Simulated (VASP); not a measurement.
# Na (Fm-3m) in VASP: a series of runs, part 2 of 2

VASP 6.6.1. Earlier steps stand in the parts before.

## (3) Single point, BLYP (40.41 Å³/atom)

This run uses another cell than the first one, of 40.41 Å³/atom.

INCAR reads:

```
  PREC = Accurate
  ENCUT = 520
  EDIFF = 1E-7
  ISMEAR = -1
  SIGMA = 0.1
  LREAL = False
  LASPH = True
  NELM = 60
  ALGO = Normal
  ISIF = 2
  LWAVE = False
  LCHARG = False
  GGA = B5
  ALDAX = 1.0
  AGGAX = 1.0
  AGGAC = 1.0
  ALDAC = 0.0
  NBANDS = 10
```

KPOINTS reads:

```
regular mesh
0
Gamma
  12 12 12
```

POSCAR reads:

```
Na
1.0
    0.0000000000      2.7236494451      2.7236494451
    2.7236494451      0.0000000000      2.7236494451
    2.7236494451      2.7236494451      0.0000000000
Na
1
Direct
    0.0000000000      0.0000000000      0.0000000000
```

Potentials or basis: VASP PAW PBE potentials, release 64 (Na_pv).

On the command line:

```
$ cat potpaw_PBE.64/Na_pv/POTCAR > POTCAR
$ mpirun -np 1 vasp_std > vasp.out
```

Wall time 58 s (1 thread of AMD EPYC 7R13, shared host); peak memory 0.14 GiB.

It converged, with:

| Property | Result |
| --- | --- |
| Free energy | -0.9396 eV |
| Pressure | -0.5 GPa |
| Band gap on the k mesh | zero (an odd number of electrons rules out a gap without spin polarisation) |

Levels at points of the mesh, in eV from the Fermi level:
| k point | band 1 | band 2 | band 3 | band 4 | band 5 | band 6 | band 7 | band 8 | band 9 |
| --- | --- | --- | --- | --- | --- | --- | --- | --- | --- |
| (0.00, 0.00, 0.00) | -25.33 | -25.33 | -25.33 | -3.09 | 10.58 | 10.58 | 10.58 | 11.74 | 11.74 |
| (0.50, 0.00, 0.00) | -25.36 | -25.33 | -25.33 | 0.64 | 0.80 | 9.72 | 9.72 | 10.29 | 10.29 |
| (0.50, 0.50, 0.00) | -25.35 | -25.34 | -25.34 | 1.72 | 2.21 | 6.10 | 6.68 | 6.68 | 8.23 |

Caveat: the PAW data sets were made with another functional, which shifts forces and pressure a little.

## (4) Single point, BLYP (41.91 Å³/atom)

This run uses another cell than the first one, of 41.91 Å³/atom.

INCAR reads:

```
AGGAC = 1.0 ; AGGAX = 1.0
ALDAC = 0.0 ; ALDAX = 1.0
ALGO = Normal ; EDIFF = 1E-6
ENCUT = 520 ; GGA = B5
ISIF = 2 ; ISMEAR = -1
LASPH = True ; LCHARG = False
LREAL = False ; LWAVE = False
NBANDS = 10 ; NELM = 100
PREC = Accurate ; SIGMA = 0.1
```

KPOINTS reads:

```
k-points
0
Gamma
  12 12 12
```

POSCAR reads:

```
Na
1.0
    0.0000000000      2.7568679561      2.7568679561
    2.7568679561      0.0000000000      2.7568679561
    2.7568679561      2.7568679561      0.0000000000
Na
1
Direct
    0.0000000000      0.0000000000      0.0000000000
```

On the command line:

```
$ cat potpaw_PBE.64/Na_pv/POTCAR > POTCAR
$ mpirun -np 1 vasp_std > vasp.out
```

It took 52 s on 1 thread of AMD EPYC 7R13, shared host; peak memory 0.14 GiB.

The run converged. Its results:

* Free energy: -0.9344 eV
* Pressure: -0.7 GPa
* Band gap on the k mesh: zero (an odd number of electrons rules out a gap without spin polarisation)

Levels at points of the mesh, in eV from the Fermi level:
```csv
k point,band 1,band 2,band 3,band 4,band 5,band 6,band 7,band 8
"(0.00, 0.00, 0.00)",-25.36,-25.36,-25.36,-3.02,10.37,10.37,10.37,11.43
"(0.50, 0.00, 0.00)",-25.38,-25.36,-25.36,0.64,0.76,9.54,9.54,10.01
"(0.50, 0.50, 0.00)",-25.38,-25.37,-25.37,1.68,2.16,6.00,6.51,6.51
```

Caveat: the PAW data sets were made with another functional, which shifts forces and pressure a little.

## (5) Relaxation of cell and atoms, BLYP

This run uses another cell than the first one, of 37.71 Å³/atom.

INCAR reads:

```
SYSTEM = Na
AGGAC = 1.0
AGGAX = 1.0
ALDAC = 0.0
ALDAX = 1.0
ALGO = Normal
EDIFF = 1E-6
EDIFFG = -0.01
ENCUT = 600
GGA = B5
IBRION = 2
ISIF = 3
ISMEAR = -1
LASPH = .True.
LCHARG = .False.
LREAL = .False.
LWAVE = .False.
NELM = 100
NSW = 80
PREC = Accurate
SIGMA = 0.1
```

KPOINTS reads:

```
k-points
0
Gamma
  10 10 10
  0 0 0
```

POSCAR reads:

```
Na
1.0
    0.0000000000      2.6615832179      2.6615832179
    2.6615832179      0.0000000000      2.6615832179
    2.6615832179      2.6615832179      0.0000000000
Na
1
Direct
    0.0000000000      0.0000000000      0.0000000000
```

On the command line:

```
$ cat potpaw_PBE.64/Na_pv/POTCAR > POTCAR
$ mpirun -np 1 vasp_std > vasp.out
```

Wall time 66 s (1 thread of AMD EPYC 7R13, shared host); peak memory 0.13 GiB.

It converged, with:

| Quantity | Value |
| --- | --- |
| Free energy | -0.9442 eV |
| Relaxed volume | 37.42 Å³/atom |
| Relaxed cell | a = 3.754 Å, b = 3.754 Å, c = 3.754 Å, α = 60.00°, β = 60.00°, γ = 60.00° |
| Space group after relaxing (to 0.1 Å) | Fm-3m (No. 225) |
| Energy gained by relaxing | 0.1 meV/atom |
| Ionic steps | 3 |
| Pressure after relaxing | 0.0 GPa |
| Band gap on the k mesh | zero (an odd number of electrons rules out a gap without spin polarisation) |

Final structure:
```yaml
crystal:
  lattice:
    - [0.00000, 2.65473, 2.65473]
    - [2.65473, 0.00000, 2.65473]
    - [2.65473, 2.65473, 0.00000]
  atoms:
    - { symbol: Na, position: [0.00000, 0.00000, 0.00000] }
```

Levels at points of the mesh, in eV from the Fermi level:
```tsv
k point	band 1	band 2	band 3	band 4	band 5	band 6	band 7
(0.00, 0.00, 0.00)	-25.25	-25.25	-25.25	-3.22	11.06	11.06	11.06
(0.50, 0.00, 0.00)	-25.28	-25.25	-25.25	0.67	0.91	10.15	10.15
(0.50, 0.50, 0.00)	-25.28	-25.26	-25.26	1.83	2.35	6.34	7.08
```

Caveat: the PAW data sets were made with another functional, which shifts forces and pressure a little.

## (6) Single point, BLYP

This run uses another cell than the first one, of 37.42 Å³/atom.

INCAR reads:

```
SYSTEM = Na
PREC     = Accurate       ! precision mode
ENCUT    = 520            ! plane-wave cutoff, eV
EDIFF    = 1E-7           ! SCF threshold, eV
ISMEAR   = -1             ! smearing method
SIGMA    = 0.1            ! smearing width, eV
LREAL    = .False.        ! projectors in reciprocal space
LASPH    = .True.         ! aspherical terms in the spheres
NELM     = 80             ! most SCF steps
ALGO     = Normal         ! electronic algorithm
ISIF     = 2              ! what is computed and relaxed
LWAVE    = .False.        ! write WAVECAR
LCHARG   = .False.        ! write CHGCAR
GGA      = B5             ! functional
ALDAX    = 1.0          
AGGAX    = 1.0          
AGGAC    = 1.0          
ALDAC    = 0.0          
NBANDS   = 10             ! bands
```

KPOINTS reads:

```
Automatic mesh
0
Gamma
  17 17 17
  0 0 0
```

POSCAR reads:

```
Na
1.0
    0.0000000000      2.6546664300      2.6546664300
    2.6546664300      0.0000000000      2.6546664300
    2.6546664300      2.6546664300      0.0000000000
Na
1
Direct
    0.0000000000      0.0000000000      0.0000000000
```

Potentials or basis: VASP PAW PBE potentials, release 64 (Na_pv).

On the command line:

```
$ cat potpaw_PBE.64/Na_pv/POTCAR > POTCAR
$ mpirun -np 1 vasp_std > vasp.out
```

OUTCAR:

```text
SYSTEM = Na
   PREC = Accurate
   ENCUT = 520
   EDIFF = 1E-7
   ISMEAR = -1
   LREAL = .False.
   LASPH = .True.
   NELM = 80
   ISIF = 2
   GGA = B5

 ion  position               nearest neighbor table
   1  0.000  0.000  0.000-

  LATTYP: Found a face centered cubic cell.
 ALAT       =     5.3093328600

  Lattice vectors:

 A1 = (   0.0000000000,   2.6546664300,   2.6546664300)
 A2 = (   2.6546664300,   0.0000000000,   2.6546664300)
[... 490 lines left out ...]
     10      14.0778      0.00000

 [... further k-points ...]

------------------------ aborting loop because EDIFF is reached ----------------------------------------

  FORCE on cell =-STRESS in cart. coord.  units (eV):
  Direction    XX          YY          ZZ          XY          YZ          ZX
  --------------------------------------------------------------------------------------
  -------------------------------------------------------------------------------------
  Total       -0.0032971     -0.0032971     -0.0032971      0.0000000     -0.0000000      0.0000000
  in kB       -0.1411848     -0.1411848     -0.1411848      0.0000000     -0.0000000      0.0000000
  external PRESSURE =      -0.1411848 kB  Pullay stress =       0.0000000 kB

 VOLUME and BASIS-vectors are now :
 -----------------------------------------------------------------------------
  energy-cutoff  :      520.00
  volume of cell :       37.42
      direct lattice vectors                 reciprocal lattice vectors
     0.000000000  2.654666430  2.654666430    -0.188347581  0.188347581  0.188347581
     2.654666430  0.000000000  2.654666430     0.188347581 -0.188347581  0.188347581
     2.654666430  2.654666430  0.000000000     0.188347581  0.188347581 -0.188347581

 POSITION                                       TOTAL-FORCE (eV/Angst)
 -----------------------------------------------------------------------------------
      0.00000      0.00000      0.00000        -0.000000      0.000000     -0.000000
 -----------------------------------------------------------------------------------
    total drift:                               -0.000000     -0.000000     -0.000000

  FREE ENERGIE OF THE ION-ELECTRON SYSTEM (eV)
  ---------------------------------------------------
  free  energy   TOTEN  =        -0.9429316872 eV

  energy  without entropy=       -0.9268109147  energy(sigma->0) =       -0.93487130
```

stdout:

```text
POSCAR found type information on POSCAR Na
 POSCAR found :  1 types and       1 ions
 scaLAPACK will be used
 -----------------------------------------------------------------------------
|                                                                             |
|                                                                             |
|     You enforced a specific xc type in the INCAR file but a different       |
|     I HOPE YOU KNOW WHAT YOU ARE DOING!                                     |
|                                                                             |
 -----------------------------------------------------------------------------

 LDA part: xc-table for (Slater(with rela. corr.)+VWN5), standard interpolation
 POSCAR, INCAR and KPOINTS ok, starting setup
 FFT: planning ... GRIDC
 FFT: planning ... GRID_SOFT
 FFT: planning ... GRID
 WAVECAR not read
 entering main loop
```

Wall time 1.7 min (1 thread of AMD EPYC 7R13, shared host); peak memory 0.15 GiB.

What came out:

| Item | Value |
| --- | --- |
| Free energy | -0.9429 eV |
| Pressure | 0.0 GPa |
| Band gap on the k mesh | zero (an odd number of electrons rules out a gap without spin polarisation) |

Levels at points of the mesh, in eV from the Fermi level:
```csv
k point,band 2,band 3,band 4,band 5,band 6,band 7
"(0.00, 0.00, 0.00)",-25.29,-25.29,-3.27,11.01,11.01,11.01
```

Caveat: the PAW data sets were made with another functional, which shifts forces and pressure a little.

## (7) The runs side by side

| task | cell | k mesh | cutoff (eV) | gap on the mesh (eV) | pressure (GPa) |
| --- | --- | --- | --- | --- | --- |
| single point | a = 3.804 Å, angles 60.0°, 1 atom | 12 × 12 × 12 | 520 | none | -0.3 |
| single point | a = 3.852 Å, angles 60.0°, 1 atom | 12 × 12 × 12 | 520 | none | -0.5 |
| single point | a = 3.899 Å, angles 60.0°, 1 atom | 12 × 12 × 12 | 520 | none | -0.7 |
| relaxation of cell and atoms | relaxed from a = 3.764 Å, angles 60.0°, 1 atom | 10 × 10 × 10 | 600 | none | 0.0 |
| single point | a = 3.754 Å, angles 60.0°, 1 atom | 17 × 17 × 17 | 520 | none | 0.0 |

Alike in all rows: level BLYP; potentials or basis VASP PAW PBE potentials, release 64 (Na_pv); no spin polarisation; smearing fermi-dirac 0.1 eV.

Caveats: the PAW data sets were made with another functional, which shifts forces and pressure a little.

Total energies depend on the potentials used, so only differences within one code and one set of settings carry meaning.
